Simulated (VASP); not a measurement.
NaY, 2 atoms in the cell. It takes space group Pm-3m (No. 221, cubic). The conventional cell has a = 3.958 Å, b = 3.958 Å, c = 3.958 Å, α = 90.00°, β = 90.00°, γ = 90.00°. Na (site symmetry m-3m) has 8 Y at 3.43 Å and 6 Na at 3.96 Å within 4.5 Å. Within 4.5 Å of Y (site symmetry m-3m) lie 8 Na at 3.43 Å and 6 Y at 3.96 Å. 

| Item | Value |
| --- | --- |
| Program | VASP 6.6.1 |
| Task | single point |
| Functional | PBEsol |
| Potentials or basis | VASP PAW PBE potentials, release 64 (Na_pv, Y_sv) |
| Cutoff | 520 eV |
| k mesh | 10 × 10 × 10 |
| Occupations | gaussian, width 0.1 eV |
| Spin | no spin polarisation |
| Dipole correction | no |
| Further INCAR settings | ALGO = Normal; EDIFF = 1e-06; NBANDS = 16 |

Potentials or basis: VASP PAW PBE potentials, release 64 (Na_pv, Y_sv).

Launch:

```sh
$ cat potpaw_PBE.64/Na_pv/POTCAR potpaw_PBE.64/Y_sv/POTCAR > POTCAR
$ mpirun -np 1 vasp_std > vasp.out
```

Hardware: 1 thread of Intel(R) Xeon(R) Platinum 8259CL CPU @ 2.50GHz (Skylake/Cascade Lake) (shared host).

Q: How long does it take, and how much memory?

A: It took 56 s on 1 thread of Intel(R) Xeon(R) Platinum 8259CL CPU @ 2.50GHz (Skylake/Cascade Lake) (shared host), peak memory 0.22 GiB. Counts: scf iterations 14, k points 56.
